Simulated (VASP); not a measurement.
# Pd (Fm-3m) in VASP: further runs, part 2 of 2

VASP 6.6.1. Earlier steps stand in the parts before.

### 5 Single point, PBEsol (volume scaled by 0.85)

INCAR

```
SYSTEM = Pd
ALGO = Normal
EDIFF = 1E-6
ENCUT = 520
GGA = PS
ISIF = 2
ISMEAR = -1
LASPH = .TRUE.
LCHARG = .TRUE.
LELF = .TRUE.
LREAL = .FALSE.
LVHAR = .TRUE.
LWAVE = .FALSE.
NBANDS = 11
NELM = 100
PREC = Accurate
SIGMA = 0.05
```

KPOINTS

```
k-points
0
G
  19 19 19
  0 0 0
```

POSCAR

```
Pd
1.0
    0.0000000000      1.8359990877      1.8359990877
    1.8359990877      0.0000000000      1.8359990877
    1.8359990877      1.8359990877      0.0000000000
Pd
1
Direct
    0.0000000000      0.0000000000      0.0000000000
```

Potentials or basis: VASP PAW PBE potentials, release 64 (Pd).

The run is started by

```console
$ cat potpaw_PBE.64/Pd/POTCAR > POTCAR
$ mpirun -np 1 vasp_std > vasp.out
```

OUTCAR:

```text
SYSTEM = Pd
   EDIFF = 1E-6
   ENCUT = 520
   GGA = PS
   ISIF = 2
   ISMEAR = -1
   LASPH = .TRUE.
   LREAL = .FALSE.
   NELM = 100
   PREC = Accurate

 ion  position               nearest neighbor table
   1  0.000  0.000  0.000-

  LATTYP: Found a face centered cubic cell.
 ALAT       =     3.6719981754

  Lattice vectors:

 A1 = (   0.0000000000,   1.8359990877,   1.8359990877)
 A2 = (   1.8359990877,   0.0000000000,   1.8359990877)
 A3 = (   1.8359990877,   1.8359990877,   0.0000000000)

Analysis of symmetry for initial positions (statically):
=====================================================================
 Subroutine PRICEL returns:
 Original cell was already a primitive cell.

 Routine SETGRP: Setting up the symmetry group for a
 face centered cubic supercell.

 Subroutine GETGRP returns: Found 48 space group operations
 (whereof 48 operations were pure point group operations)
 out of a pool of 48 trial point group operations.

The static configuration has the point symmetry O_h .

Analysis of symmetry for dynamics (positions and initial velocities):
=====================================================================
 Subroutine PRICEL returns:
 Original cell was already a primitive cell.

 Routine SETGRP: Setting up the symmetry group for a
 face centered cubic supercell.

 Subroutine GETGRP returns: Found 48 space group operations
 (whereof 48 operations were pure point group operations)
 out of a pool of 48 trial point group operations.

The dynamic configuration has the point symmetry O_h .

 Subroutine INISYM returns: Found 48 space group operations
 (whereof 48 operations are pure point group operations),
 and found     1 'primitive' translations

----------------------------------------------------------------------------------------

                                     Primitive cell
[... 112 lines left out ...]
  Thomas-Fermi vector in A             =   2.632995
   LORBIT       =      0    0 simple, 1 ext, 2 COOP (PROOUT), +10 PAW based schemes
   GGA     = PS    functional components
   LHFCALC =     F    Hartree Fock is set to
   AEXX    =    0.0000 exact exchange contribution
   IVDW    =     0    specifies the selected vdW correction
   LEPSILON=     F    determine dielectric tensor
   LRPA    =     F    only Hartree local field effects (RPA)
 non-spin polarized calculation
  energy-cutoff  :      520.00
  volume of cell :       12.38
 maximum number of plane-waves:       343
   NGX =  9   NGY =  9   NGZ =  9

 number of electron      10.0000003 magnetization

 Free energy of the ion-electron system (eV)
  ---------------------------------------------------
  ext. energy  EPLUGINS =         0.00000000
  ---------------------------------------------------
  free energy    TOTEN  =        -5.67791066 eV

  energy without entropy =       -5.66146615  energy(sigma->0) =       -5.66968841

 E-fermi :  12.9422     XC(G=0): -14.4968

 val. band max:       12.9414661156   @ k =  -0.2632   0.4211   0.1579
 cond. band min:      12.9431078870   @ k =  -0.4737   0.2632   0.0526
 fundamental gap:      0.0016417714
 Fermi energy:        12.9422280798

 k-point     1 :       0.0000    0.0000    0.0000
  band No.  band energies     occupation
      1       4.2061      2.00000
      2       9.1360      2.00000
      3       9.1360      2.00000
      4       9.1360      2.00000
      5      11.3055      2.00000
      6      11.3055      2.00000
      7      29.9321      0.00000
      8      35.7407      0.00000
      9      35.7407      0.00000
     10      35.7407      0.00000
     11      38.3046      0.00000
[... 309 lines left out ...]
 k-point    24 :      -0.2632    0.0526    0.0000
  band No.  band energies     occupation
      1       6.2930      2.00000
      2       9.2303      2.00000
      3       9.5162      2.00000
      4       9.5235      2.00000
      5      11.3890      2.00000
      6      12.1239      2.00000
      7      27.7860      0.00000
      8      31.3387      0.00000
      9      37.1450      0.00000
     10      38.3135      0.00000
     11      39.4574      0.00000

 [... further k-points ...]

------------------------ aborting loop because EDIFF is reached ----------------------------------------

  FORCE on cell =-STRESS in cart. coord.  units (eV):
  Direction    XX          YY          ZZ          XY          YZ          ZX
  --------------------------------------------------------------------------------------
  -------------------------------------------------------------------------------------
  Total        3.9158804      3.9158804      3.9158804     -0.0000000     -0.0000000     -0.0000000
  in kB      506.8653739    506.8653739    506.8653739     -0.0000000     -0.0000000     -0.0000000
  external PRESSURE =     506.8653739 kB  Pullay stress =       0.0000000 kB

 VOLUME and BASIS-vectors are now :
 -----------------------------------------------------------------------------
  energy-cutoff  :      520.00
  volume of cell :       12.38
      direct lattice vectors                 reciprocal lattice vectors
     0.000000000  1.835999088  1.835999088    -0.272331290  0.272331290  0.272331290
     1.835999088  0.000000000  1.835999088     0.272331290 -0.272331290  0.272331290
     1.835999088  1.835999088  0.000000000     0.272331290  0.272331290 -0.272331290

 POSITION                                       TOTAL-FORCE (eV/Angst)
 -----------------------------------------------------------------------------------
      0.00000      0.00000      0.00000         0.000000      0.000000      0.000000
 -----------------------------------------------------------------------------------
    total drift:                                0.000000      0.000000      0.000000

  FREE ENERGIE OF THE ION-ELECTRON SYSTEM (eV)
  ---------------------------------------------------
  free  energy   TOTEN  =        -5.6779106619 eV

  energy  without entropy=       -5.6614661539  energy(sigma->0) =       -5.66968841
```

OSZICAR:

```text
N       E                     dE             d eps       ncg     rms          rms(c)
DAV:   1     0.423146926558E+02    0.42315E+02   -0.52948E+03  4880   0.879E+02
DAV:   2    -0.555467830089E+01   -0.47869E+02   -0.46329E+02  5404   0.190E+02
DAV:   3    -0.608037665427E+01   -0.52570E+00   -0.52428E+00  5915   0.211E+01
DAV:   4    -0.608214680022E+01   -0.17701E-02   -0.17699E-02  6039   0.126E+00
DAV:   5    -0.608216008760E+01   -0.13287E-04   -0.13289E-04  6242   0.102E-01    0.137E+01
DAV:   6    -0.571737685339E+01    0.36478E+00   -0.10835E+00  6064   0.898E+00    0.662E+00
DAV:   7    -0.568499135604E+01    0.32385E-01   -0.77025E-02  6208   0.205E+00    0.273E+00
DAV:   8    -0.567801417742E+01    0.69772E-02   -0.57528E-03  5811   0.785E-01    0.215E-01
DAV:   9    -0.567790319750E+01    0.11098E-03   -0.31294E-04  5986   0.162E-01    0.142E-02
DAV:  10    -0.567791130848E+01   -0.81110E-05   -0.45926E-06  6567   0.155E-02    0.106E-02
DAV:  11    -0.567791066193E+01    0.64654E-06   -0.50508E-08  3947   0.233E-03
   1 F= -.56779107E+01 E0= -.56696884E+01  d E =-.164445E-01
```

stdout:

```text
POSCAR found type information on POSCAR Pd
 POSCAR found :  1 types and       1 ions
 scaLAPACK will be used
 -----------------------------------------------------------------------------
|                                                                             |
|                                                                             |
|     You enforced a specific xc type in the INCAR file but a different       |
|     I HOPE YOU KNOW WHAT YOU ARE DOING!                                     |
|                                                                             |
 -----------------------------------------------------------------------------

 LDA part: xc-table for (Slater+PW92), standard interpolation
 POSCAR, INCAR and KPOINTS ok, starting setup
 FFT: planning ... GRIDC
 FFT: planning ... GRID_SOFT
 FFT: planning ... GRID
 WAVECAR not read
 entering main loop
```

Wall time 17 s (1 thread of Intel Xeon Platinum 8488C (Sapphire Rapids), shared host); peak memory 0.14 GiB.

What came out:

```
Free energy            : -5.6779 eV
Pressure               : 50.7 GPa
Band gap on the k mesh : zero (band 5 reaches 13.32 eV, above the bottom of band 6 at 11.20 eV)
```

Caveat: the PAW data sets were made with another functional, which shifts forces and pressure a little.

### 6 Single point, PBEsol (volume scaled by 0.95)

INCAR

```
PREC = Accurate ; ENCUT = 520
EDIFF = 1E-7 ; ISMEAR = -1
SIGMA = 0.05 ; LREAL = F
LASPH = T ; NELM = 60
ALGO = Normal ; ISIF = 2
LWAVE = F ; LCHARG = F
GGA = PS ; NBANDS = 11
```

KPOINTS

```
Automatic mesh
0
Gamma
  19 19 19
```

POSCAR

```
Pd
1.0
    0.0000000000      1.9053467386      1.9053467386
    1.9053467386      0.0000000000      1.9053467386
    1.9053467386      1.9053467386      0.0000000000
Pd
1
Direct
    0.0000000000      0.0000000000      0.0000000000
```

Potentials or basis: VASP PAW PBE potentials, release 64 (Pd).

The run is started by

```console
$ cat potpaw_PBE.64/Pd/POTCAR > POTCAR
$ mpirun -np 1 vasp_std > vasp.out
```

It took 16 s on 1 thread of Intel Xeon Platinum 8488C (Sapphire Rapids), shared host; peak memory 0.15 GiB.

The run converged. Its results:

```
Free energy            : -5.9430 eV
Pressure               : 11.6 GPa
Band gap on the k mesh : zero (band 5 reaches 11.07 eV, above the bottom of band 6 at 9.32 eV)
```

Levels at points of the mesh, in eV from the Fermi level:
| k point | band 1 | band 2 | band 3 | band 4 | band 5 | band 6 | band 7 | band 8 | band 9 | band 10 |
| --- | --- | --- | --- | --- | --- | --- | --- | --- | --- | --- |
| (0.00, 0.00, 0.00) | -7.78 | -3.18 | -3.18 | -3.18 | -1.37 | -1.37 | 17.11 | 22.25 | 22.25 | 22.25 |

Caveat: the PAW data sets were made with another functional, which shifts forces and pressure a little.

### 7 Overview

```csv
cell,gap on the mesh (eV),pressure (GPa)
"a = 2.246 Å, angles 60.0°, 1 atom",none,571.4
"a = 2.374 Å, angles 60.0°, 1 atom",none,272.1
"a = 2.490 Å, angles 60.0°, 1 atom",none,125.4
"a = 2.596 Å, angles 60.0°, 1 atom",none,50.7
"a = 2.695 Å, angles 60.0°, 1 atom",none,11.6
```

Alike in all rows: task single point; level PBEsol; potentials or basis VASP PAW PBE potentials, release 64 (Pd); no spin polarisation; k mesh 19 × 19 × 19; cutoff (eV) 520; smearing fermi-dirac 0.05 eV.

Caveats: the PAW data sets were made with another functional, which shifts forces and pressure a little.

Absolute energies hang on the potentials; compare differences alone.
